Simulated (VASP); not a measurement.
Crystal: MgO.

```
Mg O
1.0
     4.17579    0.00000    0.00000
     0.00000    4.17579    0.00000
     0.00000    0.00000    4.17579
Mg O
4 4
Direct
  0.84400 0.84400 0.84400
  0.65600 0.15600 0.34400
  0.34400 0.65600 0.15600
  0.15600 0.34400 0.65600
  0.15000 0.15000 0.15000
  0.35000 0.85000 0.65000
  0.65000 0.35000 0.85000
  0.85000 0.65000 0.35000
```

- Program: VASP 6.6.1
- Task: relaxation of cell and atoms
- Functional: PBE
- Potentials or basis: VASP PAW PBE potentials, release 64 (Mg, O)
- Cutoff: 600 eV
- k mesh: 4 × 4 × 4
- Occupations: gaussian, width 0.1 eV
- Spin: no spin polarisation

At the start: pressure 10.9 GPa; volume 9.10 Å³/atom.

Question: Where does the relaxation end?

Answer: Over 17 steps the energy falls by 1084.3 meV/atom and the volume is 9.57 Å³/atom (+5.2 %); space group Fm-3m (No. 225, to 0.05 Å).

Step by step:
| step | energy change (eV) | largest force (eV/Å) | pressure (GPa) | volume (Å³) |
| --- | --- | --- | --- | --- |
| 1 | 0.0000 | 2.0218 | 10.94 | 72.81 |
| 2 | -1.2472 | 2.1791 | -2.93 | 79.56 |
| 3 | -2.6412 | 2.1902 | -18.46 | 94.92 |
| 4 | -3.3416 | 2.1037 | -18.57 | 94.93 |
| 5 | -5.2135 | 1.5349 | -18.47 | 94.97 |
| 6 | -6.9116 | 0.5809 | -15.73 | 95.04 |
| 7 | -7.6063 | 1.0125 | -9.10 | 87.06 |
| 8 | -7.9238 | 1.4836 | 0.97 | 79.46 |
| 9 | -7.9301 | 1.5809 | 3.52 | 77.99 |
| 10 | -8.3318 | 1.1875 | 4.83 | 75.41 |
| 11 | -8.4934 | 0.4677 | 9.82 | 72.28 |
| 12 | -8.4997 | 0.6193 | 8.60 | 72.83 |
| 13 | -8.6406 | 0.3140 | -0.40 | 76.74 |
| 14 | -8.6415 | 0.2923 | -1.08 | 77.09 |
| 15 | -8.6577 | 0.1978 | -0.63 | 76.85 |
| 16 | -8.6727 | 0.0926 | 0.46 | 76.31 |
| 17 | -8.6743 | 0.0362 | -0.21 | 76.60 |

Final structure:
```
CELL_PARAMETERS angstrom
4.24688 0.00000 0.00000
0.00000 4.24688 0.00000
0.00000 0.00000 4.24688
ATOMIC_POSITIONS crystal
Mg 0.74977 0.74977 0.74977
Mg 0.75023 0.25023 0.24977
Mg 0.24977 0.75023 0.25023
Mg 0.25023 0.24977 0.75023
O 0.24956 0.24956 0.24956
O 0.25044 0.75044 0.74956
O 0.74956 0.25044 0.75044
O 0.75044 0.74956 0.25044
```
